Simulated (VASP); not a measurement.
# GaAs (I-4m2) in VASP: a series of runs

GaAs is run at these levels: PBE, r2SCAN; tasks: single point.

Everything below comes from runs of VASP 6.6.1. Logs are shortened: lines on timing, memory, paths and dates and some standing lists are left out, and cuts for length are marked.

## (1) The cell of the first run

Symmetry: I-4m2, No. 119, tetragonal system. Conventional cell: a = 4.061 Å, b = 4.061 Å, c = 5.600 Å, α = 90.00°, β = 90.00°, γ = 90.00°. Ga (site symmetry -4m2) has 4 As at 2.47 Å within 3.3 Å. As (site symmetry -4m2) has 4 Ga at 2.47 Å within 3.3 Å.

## (2) Single point, PBE (epitaxial xy strain +1.4%)

Input file INCAR:

```
PREC = Accurate ; ENCUT = 520
EDIFF = 1E-6 ; ISMEAR = -1
SIGMA = 0.02 ; LREAL = False
LASPH = True ; NELM = 60
ALGO = Normal ; ISIF = 2
LWAVE = False ; LCHARG = False
GGA = PE ; NBANDS = 16
```

Input file KPOINTS:

```
regular mesh
0
Gamma
  8 8 8
```

Input file POSCAR:

```
GaAs
1.0
    0.0000000000      2.8718964307      2.8000073757
    2.8718964307      0.0000000000      2.8000073757
    2.8718964307      2.8718964307      0.0000000000
Ga As
1 1
Direct
    0.0000000000      0.0000000000      0.0000000000
    0.2500000000      0.2500000000      0.2500000000
```

Potentials or basis: VASP PAW PBE potentials, release 64 (Ga_d, As).

Started as:

```
$ cat potpaw_PBE.64/Ga_d/POTCAR potpaw_PBE.64/As/POTCAR > POTCAR
$ mpirun -np 1 vasp_std > vasp.out
```

OUTCAR:

```text
PREC = Accurate
   ENCUT = 520
   EDIFF = 1E-6
   ISMEAR = -1
   LREAL = False
   LASPH = True
   NELM = 60
   ISIF = 2
   GGA = PE

 ion  position               nearest neighbor table
   1  0.000  0.000  0.000-   2 2.47   2 2.47   2 2.47   2 2.47
   2  0.250  0.250  0.250-   1 2.47   1 2.47   1 2.47   1 2.47

  LATTYP: Found a body centered tetragonal cell.
 ALAT       =     4.0614748820
 C/A-ratio  =     1.3788130948

  Lattice vectors:

 A1 = (   0.0000000000,  -2.8718964307,  -2.8000073757)
 A2 = (   0.0000000000,   2.8718964307,  -2.8000073757)
 A3 = (   2.8718964307,   0.0000000000,   2.8000073757)

Analysis of symmetry for initial positions (statically):
=====================================================================
 Subroutine PRICEL returns:
 Original cell was already a primitive cell.

 Routine SETGRP: Setting up the symmetry group for a
 body centered tetragonal supercell.

 Subroutine GETGRP returns: Found  8 space group operations
 (whereof  8 operations were pure point group operations)
 out of a pool of 16 trial point group operations.

The static configuration has the point symmetry D_2d.

Analysis of symmetry for dynamics (positions and initial velocities):
=====================================================================
 Subroutine PRICEL returns:
 Original cell was already a primitive cell.

 Routine SETGRP: Setting up the symmetry group for a
 body centered tetragonal supercell.

 Subroutine GETGRP returns: Found  8 space group operations
 (whereof  8 operations were pure point group operations)
 out of a pool of 16 trial point group operations.

The dynamic configuration has the point symmetry D_2d.

 Subroutine INISYM returns: Found  8 space group operations
 (whereof  8 operations are pure point group operations),
 and found     1 'primitive' translations

----------------------------------------------------------------------------------------

                                     Primitive cell

  volume of cell :      46.1877

  direct lattice vectors                    reciprocal lattice vectors
     0.000000000  2.871896431  2.800007376    -0.174100986  0.174100986  0.178570958
     2.871896431  0.000000000  2.800007376     0.174100986 -0.174100986  0.178570958
     2.871896431  2.871896431  0.000000000     0.174100986  0.174100986 -0.178570958

  length of vectors
     4.010963776  4.010963776  4.061474882     0.304154391  0.304154391  0.304154391

  position of ions in fractional coordinates (direct lattice)
     0.000000000  0.000000000  0.000000000
     0.250000000  0.250000000  0.250000000

  ion indices of the primitive-cell ions
   primitive index   ion index
                 1           1
                 2           2

----------------------------------------------------------------------------------------

 KPOINTS: regular mesh

Automatic generation of k-mesh.
 Grid dimensions read from file:
 generate k-points for:    8    8    8

 Generating k-lattice:

  Cartesian coordinates                     Fractional coordinates (reciprocal lattice)
    -0.021762623  0.021762623  0.022321370     0.125000000  0.000000000  0.000000000
     0.021762623 -0.021762623  0.022321370     0.000000000  0.125000000  0.000000000
     0.021762623  0.021762623 -0.022321370     0.000000000  0.000000000  0.125000000

  Length of vectors
     0.038019299  0.038019299  0.038019299

  Shift w.r.t. Gamma in fractional coordinates (k-lattice)
     0.000000000  0.000000000  0.000000000

 Subroutine IBZKPT returns following result:
 ===========================================

 Found     59 irreducible k-points:

 Following reciprocal coordinates:
            Coordinates               Weight
  0.000000  0.000000  0.000000      1.000000
  0.125000  0.000000  0.000000      8.000000
  0.250000  0.000000  0.000000      8.000000
  0.375000  0.000000  0.000000      8.000000
  0.500000  0.000000  0.000000      4.000000
  0.125000  0.125000  0.000000      2.000000
[... 16 lines left out ...]
  0.250000  0.000000  0.125000     16.000000
  0.375000  0.000000  0.125000     16.000000
 [... further k-points ...]
   k-points           NKPTS =     59   k-points in BZ     NKDIM =     59   number of bands    NBANDS=     16
   number of dos      NEDOS =    301   number of ions     NIONS =      2
   total plane-waves  NPLWV =  27000
   dimension x,y,z NGX =    30 NGY =   30 NGZ =   30
   dimension x,y,z NGXF=    60 NGYF=   60 NGZF=   60
   ions per type =               1   1
   NGX,Y,Z   is equivalent  to a cutoff of  12.43, 12.43, 12.28 a.u.
   NGXF,Y,Z  is equivalent  to a cutoff of  24.87, 24.87, 24.56 a.u.
 SYSTEM =  unknown system
   PREC   = accura    normal or accurate (medium, high low for compatibility)
   ISTART =      0    job   : 0-new  1-cont  2-samecut
   ICHARG =      2    charge: 1-file 2-atom 10-const
   ISPIN  =      1    spin polarized calculation?
   LNONCOLLINEAR =      F non collinear calculations
   LSORBIT =      F    spin-orbit coupling
   LASPH  =      T    aspherical Exc in radial PAW
   ENCUT  =  520.0 eV  38.22 Ry    6.18 a.u.   7.46  7.46  7.55*2*pi/ulx,y,z
   NELM   =     60;   NELMIN=  2; NELMDL= -5     # of ELM steps
   EDIFF  = 0.1E-05   stopping-criterion for ELM
   LREAL  =      F    real-space projection
   EDIFFG = 0.1E-04   stopping-criterion for IOM
   NSW    =      0    number of steps for IOM
   IBRION =     -1    ionic relax: 0-MD 1-quasi-New 2-CG
   NFREE  =      0    steps in history (QN), initial steepest desc. (CG)
   ISIF   =      2    stress and relaxation
   ISYM   =      2    0-nonsym 1-usesym 2-fastsym
   POTIM  = 0.5000    time-step for ionic-motion
   TEBEG  =    0.0;   TEEND  =   0.0 temperature during run
   PSTRESS=    0.0 pullay stress
   NELECT =      18.0000    total number of electrons
   NUPDOWN=      -1.0000    fix difference up-down
   EMIN   =  10.00;   EMAX   =-10.00  energy-range for DOS
   EFERMI =   0.00;   METHOD = LEGACY
   ISMEAR =    -1;   SIGMA  =   0.02  broadening in eV -4-tet -1-fermi 0-gaus
   EFERMI_NEDOS =   21; number of points for ismear=-14 and -15
   IALGO  =     38    algorithm
   IMIX   =      4    mixing-type and parameters
     AMIX     =   0.40;   BMIX     =  1.00
     AMIX_MAG =   1.60;   BMIX_MAG =  1.00
  volume/ion in A,a.u.               =      23.09       155.85
  Fermi-wavevector in a.u.,A,eV,Ry     =   1.195795  2.259725 19.455322  1.429926
  Thomas-Fermi vector in A             =   2.331752
   LORBIT       =      0    0 simple, 1 ext, 2 COOP (PROOUT), +10 PAW based schemes
   GGA     = PE    functional components
   LHFCALC =     F    Hartree Fock is set to
   AEXX    =    0.0000 exact exchange contribution
   IVDW    =     0    specifies the selected vdW correction
   LEPSILON=     F    determine dielectric tensor
   LRPA    =     F    only Hartree local field effects (RPA)
 non-spin polarized calculation
  energy-cutoff  :      520.00
  volume of cell :       46.19
 maximum number of plane-waves:      1267
 NGX is ok and might be reduce to    30
   NGX = 15   NGY = 15   NGZ = 15

 number of electron      17.9999988 magnetization

 Free energy of the ion-electron system (eV)
  ---------------------------------------------------
  ext. energy  EPLUGINS =         0.00000000
  ---------------------------------------------------
  free energy    TOTEN  =        -8.26025706 eV

  energy without entropy =       -8.26025525  energy(sigma->0) =       -8.26025616

 E-fermi :   3.9487     XC(G=0):  -9.4892

 val. band max:        3.8192843391   @ k =   0.0000   0.0000   0.0000
 cond. band min:       4.0780311082   @ k =   0.0000   0.0000   0.0000
 fundamental gap:      0.2587467690
 Fermi energy:         3.9486789818

 k-point     1 :       0.0000    0.0000    0.0000
  band No.  band energies     occupation
      1     -11.0454      2.00000
      2     -11.0454      2.00000
      3     -11.0391      2.00000
      4     -10.9720      2.00000
      5     -10.9674      2.00000
      6      -8.8398      2.00000
[... 8 lines left out ...]
     15      13.5571      0.00000
     16      14.0133      0.00000

 k-point     2 :       0.1250    0.0000    0.0000
  band No.  band energies     occupation
      1     -11.0557      2.00000
      2     -11.0421      2.00000
      3     -11.0376      2.00000
      4     -10.9722      2.00000
      5     -10.9673      2.00000
      6      -8.6633      2.00000
[... 8 lines left out ...]
     15      12.7968      0.00000
     16      13.1098      0.00000

 k-point     3 :       0.2500    0.0000    0.0000
  band No.  band energies     occupation
      1     -11.0820      2.00000
      2     -11.0349      2.00000
      3     -11.0309      2.00000
      4     -10.9721      2.00000
      5     -10.9665      2.00000
      6      -8.1703      2.00000
[... 8 lines left out ...]
     15      12.6669      0.00000
     16      12.8830      0.00000

 k-point     4 :       0.3750    0.0000    0.0000
  band No.  band energies     occupation
      1     -11.1061      2.00000
      2     -11.0291      2.00000
      3     -11.0253      2.00000
      4     -10.9705      2.00000
      5     -10.9641      2.00000
      6      -7.5133      2.00000
[... 8 lines left out ...]
     15      13.8295      0.00000
     16      13.9085      0.00000
[... 324 lines left out ...]
 k-point    22 :       0.1250    0.0000    0.1250
  band No.  band energies     occupation
      1     -11.0641      2.00000
      2     -11.0387      2.00000
      3     -11.0331      2.00000
      4     -10.9723      2.00000
      5     -10.9678      2.00000
      6      -8.6078      2.00000
[... 8 lines left out ...]
     15      12.4896      0.00000
     16      14.1215      0.00000

 k-point    23 :       0.2500    0.0000    0.1250
  band No.  band energies     occupation
      1     -11.0845      2.00000
      2     -11.0319      2.00000
      3     -11.0271      2.00000
      4     -10.9737      2.00000
      5     -10.9668      2.00000
      6      -8.2214      2.00000
[... 8 lines left out ...]
     15      13.6614      0.00000
     16      13.9648      0.00000

 k-point    24 :       0.3750    0.0000    0.1250
  band No.  band energies     occupation
      1     -11.1058      2.00000
      2     -11.0268      2.00000
      3     -11.0217      2.00000
      4     -10.9729      2.00000
      5     -10.9654      2.00000
      6      -7.6034      2.00000
[... 8 lines left out ...]
     15      13.7984      0.00000
     16      14.6540      0.00000

 [... further k-points ...]

------------------------ aborting loop because EDIFF is reached ----------------------------------------

  FORCE on cell =-STRESS in cart. coord.  units (eV):
  Direction    XX          YY          ZZ          XY          YZ          ZX
  --------------------------------------------------------------------------------------
  -------------------------------------------------------------------------------------
  Total        0.3898272      0.3898272      0.7977872      0.0000000      0.0000000      0.0000000
  in kB       13.5224686     13.5224686     27.6739370      0.0000000      0.0000000      0.0000000
  external PRESSURE =      18.2396247 kB  Pullay stress =       0.0000000 kB

 VOLUME and BASIS-vectors are now :
 -----------------------------------------------------------------------------
  energy-cutoff  :      520.00
  volume of cell :       46.19
      direct lattice vectors                 reciprocal lattice vectors
     0.000000000  2.871896431  2.800007376    -0.174100986  0.174100986  0.178570958
     2.871896431  0.000000000  2.800007376     0.174100986 -0.174100986  0.178570958
     2.871896431  2.871896431  0.000000000     0.174100986  0.174100986 -0.178570958

 POSITION                                       TOTAL-FORCE (eV/Angst)
 -----------------------------------------------------------------------------------
      0.00000      0.00000      0.00000         0.000000      0.000000      0.000000
      1.43595      1.43595      1.40000        -0.000000     -0.000000      0.000000
 -----------------------------------------------------------------------------------
    total drift:                                0.000002      0.000002      0.000001

  FREE ENERGIE OF THE ION-ELECTRON SYSTEM (eV)
  ---------------------------------------------------
  free  energy   TOTEN  =        -8.2602570620 eV

  energy  without entropy=       -8.2602552506  energy(sigma->0) =       -8.26025616
```

Run time: 78 s. Hardware: 1 thread of Intel Xeon 8259CL, shared host; peak memory 0.2 GiB.

What came out:

```
Free energy            : -8.2603 eV
Pressure               : 1.8 GPa
Band gap on the k mesh : 0.26 eV
```

Stress tensor (GPa, compression positive):
```
1.35 0.00 0.00
0.00 1.35 0.00
0.00 0.00 2.77
```

Levels at points of the mesh, in eV from the valence-band top:
| k point | band 5 | band 6 | band 7 | band 8 | band 9 | band 10 | band 11 | band 12 | band 13 | band 14 |
| --- | --- | --- | --- | --- | --- | --- | --- | --- | --- | --- |
| (0.00, 0.00, 0.00) | -14.79 | -12.66 | -0.14 | -0.14 | 0.00 | 0.26 | 3.59 | 3.66 | 3.66 | 7.43 |
| (0.50, 0.00, 0.00) | -14.78 | -10.96 | -6.61 | -1.30 | -1.10 | 0.84 | 4.45 | 4.63 | 7.65 | 10.12 |
| (0.50, 0.50, 0.00) | -14.77 | -10.19 | -6.71 | -2.80 | -2.80 | 1.31 | 1.42 | 9.91 | 9.91 | 10.80 |
| (0.50, 0.00, 0.50) | -14.78 | -10.28 | -6.86 | -2.64 | -2.63 | 1.46 | 1.65 | 9.79 | 9.94 | 10.61 |

Caveat: the cell differs from its parent crystal (epitaxial xy strain +1.4%).

(Part 1 of 2 ends here.)
